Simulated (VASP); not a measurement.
# SiGe (km) (P-6m2) in VASP: single point with PBEsol

Aim: the single point of SiGe (km) with PBEsol.

All numbers are computed with VASP 6.6.1; they aren't measurements. Logs are shortened: lines on timing, memory, paths and dates and some standing lists are left out, and cuts for length are marked.

## (1) The cell of the first run

The structure is hexagonal, space group P-6m2 (No. 187). Conventional cell: a = 3.903 Å, b = 3.903 Å, c = 6.443 Å, α = 90.00°, β = 90.00°, γ = 120.00°. Ge (site symmetry 3m) has 3 Si at 2.39 Å and 1 Ge at 2.46 Å within 3.2 Å. Si (site symmetry 3m) has 1 Si at 2.36 Å and 3 Ge at 2.39 Å within 3.1 Å.

## (2) Single point, PBEsol

File INCAR:

```
PREC = Accurate
ENCUT = 500
EDIFF = 1E-6
ISMEAR = 0
SIGMA = 0.02
LREAL = F
LASPH = T
NELM = 120
ALGO = Normal
ISIF = 2
LWAVE = F
LCHARG = F
GGA = PS
NBANDS = 26
GGA_COMPAT = F
```

File KPOINTS:

```
regular mesh
0
Gamma
  6 6 2
```

File POSCAR:

```
SiGe
1.0
    3.9030369188      0.0000000000      0.0000000000
   -1.9515184594      3.3801291236      0.0000000000
    0.0000000000      0.0000000000      6.4432785210
Ge Si
2 2
Direct
    0.3333333333      0.6666666667     -0.0041551696
    0.3333333333      0.6666666667      0.3781551696
    0.6666666667      0.3333333333      0.5036663700
    0.6666666667      0.3333333333      0.8703336300
```

Potentials or basis: VASP PAW PBE potentials, release 64 (Ge_d, Si).

Run with:

```console
cat potpaw_PBE.64/Ge_d/POTCAR potpaw_PBE.64/Si/POTCAR > POTCAR
mpirun -np 1 vasp_std > vasp.out
```

OUTCAR:

```text
PREC = Accurate
   ENCUT = 500
   EDIFF = 1E-6
   ISMEAR = 0
   LREAL = F
   LASPH = T
   NELM = 120
   ISIF = 2
   GGA = PS

 ion  position               nearest neighbor table
   1  0.333  0.667  0.996-   4 2.39   4 2.39   4 2.39   2 2.46
   2  0.333  0.667  0.378-   3 2.39   3 2.39   3 2.39   1 2.46
   3  0.667  0.333  0.504-   4 2.36   2 2.39   2 2.39   2 2.39
   4  0.667  0.333  0.870-   3 2.36   1 2.39   1 2.39   1 2.39

  LATTYP: Found a hexagonal cell.
 ALAT       =     3.9030369188
 C/A-ratio  =     1.6508371955

  Lattice vectors:

 A1 = (   3.9030369188,   0.0000000000,   0.0000000000)
 A2 = (  -1.9515184594,   3.3801291236,   0.0000000000)
 A3 = (   0.0000000000,   0.0000000000,   6.4432785210)

Analysis of symmetry for initial positions (statically):
=====================================================================
 Subroutine PRICEL returns:
 Original cell was already a primitive cell.

 Routine SETGRP: Setting up the symmetry group for a
 hexagonal supercell.

 Subroutine GETGRP returns: Found 12 space group operations
 (whereof  6 operations were pure point group operations)
 out of a pool of 24 trial point group operations.

The static configuration has the point symmetry C_3v.
 The point group associated with its full space group is D_3h.

Analysis of symmetry for dynamics (positions and initial velocities):
=====================================================================
 Subroutine PRICEL returns:
 Original cell was already a primitive cell.

 Routine SETGRP: Setting up the symmetry group for a
 hexagonal supercell.

 Subroutine GETGRP returns: Found 12 space group operations
 (whereof  6 operations were pure point group operations)
 out of a pool of 24 trial point group operations.

The dynamic configuration has the point symmetry C_3v.
 The point group associated with its full space group is D_3h.

 Subroutine INISYM returns: Found 12 space group operations
 (whereof  6 operations are pure point group operations),
 and found     1 'primitive' translations

----------------------------------------------------------------------------------------

                                     Primitive cell

  volume of cell :      85.0047

  direct lattice vectors                    reciprocal lattice vectors
     3.903036919  0.000000000  0.000000000     0.256210746  0.147923343  0.000000000
    -1.951518459  3.380129124  0.000000000     0.000000000  0.295846686  0.000000000
     0.000000000  0.000000000  6.443278521     0.000000000  0.000000000  0.155200493

  length of vectors
     3.903036919  3.903036919  6.443278521     0.295846686  0.295846686  0.155200493

  position of ions in fractional coordinates (direct lattice)
     0.333333333  0.666666667  0.995844830
     0.333333333  0.666666667  0.378155170
     0.666666667  0.333333333  0.503666370
     0.666666667  0.333333333  0.870333630

  ion indices of the primitive-cell ions
   primitive index   ion index
                 1           1
                 2           2
                 3           3
                 4           4

----------------------------------------------------------------------------------------

 KPOINTS: regular mesh

Automatic generation of k-mesh.
 Grid dimensions read from file:
 generate k-points for:    6    6    2

 Generating k-lattice:

  Cartesian coordinates                     Fractional coordinates (reciprocal lattice)
     0.042701791  0.024653891  0.000000000     0.166666667  0.000000000  0.000000000
     0.000000000  0.049307781  0.000000000     0.000000000  0.166666667  0.000000000
     0.000000000  0.000000000  0.077600246     0.000000000  0.000000000  0.500000000

  Length of vectors
     0.049307781  0.049307781  0.077600246

  Shift w.r.t. Gamma in fractional coordinates (k-lattice)
     0.000000000  0.000000000  0.000000000

 Subroutine IBZKPT returns following result:
 ===========================================

 Found     14 irreducible k-points:

 Following reciprocal coordinates:
            Coordinates               Weight
  0.000000  0.000000  0.000000      1.000000
  0.166667 -0.000000  0.000000      6.000000
  0.333333 -0.000000  0.000000      6.000000
  0.500000 -0.000000  0.000000      3.000000
  0.166667  0.166667  0.000000      6.000000
  0.333333  0.166667  0.000000     12.000000
  0.333333  0.333333  0.000000      2.000000
  0.000000  0.000000  0.500000      1.000000
  0.166667 -0.000000  0.500000      6.000000
  0.333333 -0.000000  0.500000      6.000000
  0.500000 -0.000000  0.500000      3.000000
  0.166667  0.166667  0.500000      6.000000
  0.333333  0.166667  0.500000     12.000000
  0.333333  0.333333  0.500000      2.000000
   k-points           NKPTS =     14   k-points in BZ     NKDIM =     14   number of bands    NBANDS=     26
   number of dos      NEDOS =    301   number of ions     NIONS =      4
   total plane-waves  NPLWV =  37632
   dimension x,y,z NGX =    28 NGY =   28 NGZ =   48
   dimension x,y,z NGXF=    56 NGYF=   56 NGZF=   96
   ions per type =               2   2
   NGX,Y,Z   is equivalent  to a cutoff of  11.93, 11.93, 12.38 a.u.
   NGXF,Y,Z  is equivalent  to a cutoff of  23.85, 23.85, 24.77 a.u.
 SYSTEM =  unknown system
   PREC   = accura    normal or accurate (medium, high low for compatibility)
   ISTART =      0    job   : 0-new  1-cont  2-samecut
   ICHARG =      2    charge: 1-file 2-atom 10-const
   ISPIN  =      1    spin polarized calculation?
   LNONCOLLINEAR =      F non collinear calculations
   LSORBIT =      F    spin-orbit coupling
   LASPH  =      T    aspherical Exc in radial PAW
   ENCUT  =  500.0 eV  36.75 Ry    6.06 a.u.   7.12  7.12 11.75*2*pi/ulx,y,z
   NELM   =    120;   NELMIN=  2; NELMDL= -5     # of ELM steps
   EDIFF  = 0.1E-05   stopping-criterion for ELM
   LREAL  =      F    real-space projection
   EDIFFG = 0.1E-04   stopping-criterion for IOM
   NSW    =      0    number of steps for IOM
   IBRION =     -1    ionic relax: 0-MD 1-quasi-New 2-CG
   NFREE  =      0    steps in history (QN), initial steepest desc. (CG)
   ISIF   =      2    stress and relaxation
   ISYM   =      2    0-nonsym 1-usesym 2-fastsym
   POTIM  = 0.5000    time-step for ionic-motion
   TEBEG  =    0.0;   TEEND  =   0.0 temperature during run
   PSTRESS=    0.0 pullay stress
   NELECT =      36.0000    total number of electrons
   NUPDOWN=      -1.0000    fix difference up-down
   EMIN   =  10.00;   EMAX   =-10.00  energy-range for DOS
   EFERMI =   0.00;   METHOD = LEGACY
   ISMEAR =     0;   SIGMA  =   0.02  broadening in eV -4-tet -1-fermi 0-gaus
   EFERMI_NEDOS =   21; number of points for ismear=-14 and -15
   IALGO  =     38    algorithm
   IMIX   =      4    mixing-type and parameters
     AMIX     =   0.40;   BMIX     =  1.00
     AMIX_MAG =   1.60;   BMIX_MAG =  1.00
  volume/ion in A,a.u.               =      21.25       143.41
  Fermi-wavevector in a.u.,A,eV,Ry     =   1.229404  2.323237 20.564319  1.511435
  Thomas-Fermi vector in A             =   2.364293
   LORBIT       =      0    0 simple, 1 ext, 2 COOP (PROOUT), +10 PAW based schemes
   GGA     = PS    functional components
   LHFCALC =     F    Hartree Fock is set to
   AEXX    =    0.0000 exact exchange contribution
   IVDW    =     0    specifies the selected vdW correction
   LEPSILON=     F    determine dielectric tensor
   LRPA    =     F    only Hartree local field effects (RPA)
 non-spin polarized calculation
 Gauss-broadening in eV      SIGMA  =   0.02
  energy-cutoff  :      500.00
  volume of cell :       85.00
 maximum number of plane-waves:      2196
   NGX = 15   NGY = 15   NGZ = 23

 number of electron      36.0000007 magnetization

 Free energy of the ion-electron system (eV)
  ---------------------------------------------------
  ext. energy  EPLUGINS =         0.00000000
  ---------------------------------------------------
  free energy    TOTEN  =       -21.26315012 eV

  energy without entropy =      -21.26315012  energy(sigma->0) =      -21.26315012

 E-fermi :   5.6974     XC(G=0):  -9.8730

 val. band max:        5.5461051834   @ k =   0.0000   0.0000   0.0000
 cond. band min:       5.8262627727   @ k =   0.5000  -0.0000   0.5000
 fundamental gap:      0.2801575893
 Fermi energy:         5.6974180215

 k-point     1 :       0.0000    0.0000    0.0000
  band No.  band energies     occupation
      1     -19.1366      2.00000
      2     -19.0470      2.00000
      3     -19.0470      2.00000
      4     -19.0007      2.00000
      5     -19.0007      2.00000
      6     -18.9965      2.00000
[... 18 lines left out ...]
     25       9.8400      0.00000
     26      11.9534      0.00000

 k-point     2 :       0.1667   -0.0000    0.0000
  band No.  band energies     occupation
      1     -19.1354      2.00000
      2     -19.0483      2.00000
      3     -19.0471      2.00000
      4     -19.0011      2.00000
      5     -18.9984      2.00000
      6     -18.9971      2.00000
[... 18 lines left out ...]
     25      10.7328      0.00000
     26      10.9768      0.00000

 k-point     3 :       0.3333   -0.0000    0.0000
  band No.  band energies     occupation
      1     -19.1330      2.00000
      2     -19.0510      2.00000
      3     -19.0473      2.00000
      4     -19.0017      2.00000
      5     -18.9982      2.00000
      6     -18.9936      2.00000
[... 18 lines left out ...]
     25      12.5404      0.00000
     26      12.6241      0.00000

 k-point     4 :       0.5000   -0.0000    0.0000
  band No.  band energies     occupation
      1     -19.1319      2.00000
      2     -19.0524      2.00000
      3     -19.0475      2.00000
      4     -19.0021      2.00000
      5     -18.9988      2.00000
      6     -18.9911      2.00000
[... 18 lines left out ...]
     25      12.3866      0.00000
     26      13.5057      0.00000
[... 206 lines left out ...]
      1     -19.1311      2.00000
      2     -19.0489      2.00000
      3     -19.0466      2.00000
      4     -19.0008      2.00000
      5     -18.9978      2.00000
      6     -18.9953      2.00000
[... 18 lines left out ...]
     25      10.8008      0.00000
     26      11.4659      0.00000

 k-point    13 :       0.3333    0.1667    0.5000
  band No.  band energies     occupation
      1     -19.1292      2.00000
      2     -19.0503      2.00000
      3     -19.0472      2.00000
      4     -19.0003      2.00000
      5     -18.9980      2.00000
      6     -18.9927      2.00000
[... 18 lines left out ...]
     25      12.2146      0.00000
     26      12.3374      0.00000

 k-point    14 :       0.3333    0.3333    0.5000
  band No.  band energies     occupation
      1     -19.1286      2.00000
      2     -19.0499      2.00000
      3     -19.0484      2.00000
      4     -18.9980      2.00000
      5     -18.9967      2.00000
      6     -18.9941      2.00000
[... 18 lines left out ...]
     25      12.0871      0.00000
     26      12.0953      0.00000

------------------------ aborting loop because EDIFF is reached ----------------------------------------

  FORCE on cell =-STRESS in cart. coord.  units (eV):
  Direction    XX          YY          ZZ          XY          YZ          ZX
  --------------------------------------------------------------------------------------
  -------------------------------------------------------------------------------------
  Total        0.0690479      0.0690479     -0.1690607      0.0000000      0.0000000     -0.0000000
  in kB        1.3014213      1.3014213     -3.1864746      0.0000000      0.0000000     -0.0000000
  external PRESSURE =      -0.1945440 kB  Pullay stress =       0.0000000 kB

 VOLUME and BASIS-vectors are now :
 -----------------------------------------------------------------------------
  energy-cutoff  :      500.00
  volume of cell :       85.00
      direct lattice vectors                 reciprocal lattice vectors
     3.903036919  0.000000000  0.000000000     0.256210746  0.147923343  0.000000000
    -1.951518459  3.380129124  0.000000000     0.000000000  0.295846686  0.000000000
     0.000000000  0.000000000  6.443278521     0.000000000  0.000000000  0.155200493

 POSITION                                       TOTAL-FORCE (eV/Angst)
 -----------------------------------------------------------------------------------
     -0.00000      2.25342      6.41651        -0.000000      0.000000     -0.004494
     -0.00000      2.25342      2.43656        -0.000000      0.000000      0.004494
      1.95152      1.12671      3.24526         0.000000     -0.000000     -0.076737
      1.95152      1.12671      5.60780         0.000000     -0.000000      0.076737
 -----------------------------------------------------------------------------------
    total drift:                                0.000006     -0.000003     -0.000027

  FREE ENERGIE OF THE ION-ELECTRON SYSTEM (eV)
  ---------------------------------------------------
  free  energy   TOTEN  =       -21.2631501207 eV

  energy  without entropy=      -21.2631501207  energy(sigma->0) =      -21.26315012
```

It took 25 s on 1 thread of Intel Xeon Platinum 8375C at 2.90GHz (Ice Lake), shared host; peak memory 0.19 GiB.

Results:

```yaml
Free_energy: -21.2632 eV
Pressure: 0.0 GPa
Largest_force: 0.077 eV/Å
Band_gap_on_the_k_mesh: 0.28 eV, indirect (least direct gap 0.46 eV)
```

Forces on the atoms (eV/Å):
```
Ge   0.000  0.000 -0.004
Ge   0.000  0.000  0.004
Si   0.000  0.000 -0.077
Si   0.000  0.000  0.077
```

Caveat: the k points lie up to 0.49 Å⁻¹ apart; the PAW data sets were made with another functional, which shifts forces and pressure a little. A k mesh can miss the band edges.
